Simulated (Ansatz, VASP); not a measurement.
## H in VASP and in Ansatz

```
H
1.0
     2.85424    0.00000    0.00000
     0.00000    2.85424    0.00000
     0.00000    0.00000    0.84496
H
1
Direct
  0.00000 0.00000 0.50000
```

Alike in both runs: task single point; functional PBE; dispersion D3(BJ); k mesh 12 × 12 × 30; occupations gaussian, width 0.05 eV; no spin polarisation.

|  | VASP | Ansatz |
| --- | --- | --- |
| version | VASP 6.6.1 | Ansatz 0.2.0 |
| potentials or method | VASP PAW PBE potentials, release 64 (H), cutoff 520 eV | scalar-relativistic, plane waves, PAW |
| valence electrons in the cell | 1 | 1 |

```tsv
	VASP	Ansatz	Ansatz less VASP
pressure (GPa)	19.6	20.0	+0.40
traceless stress, the component that is largest in VASP (GPa)	40.07	40.18	+0.112
```
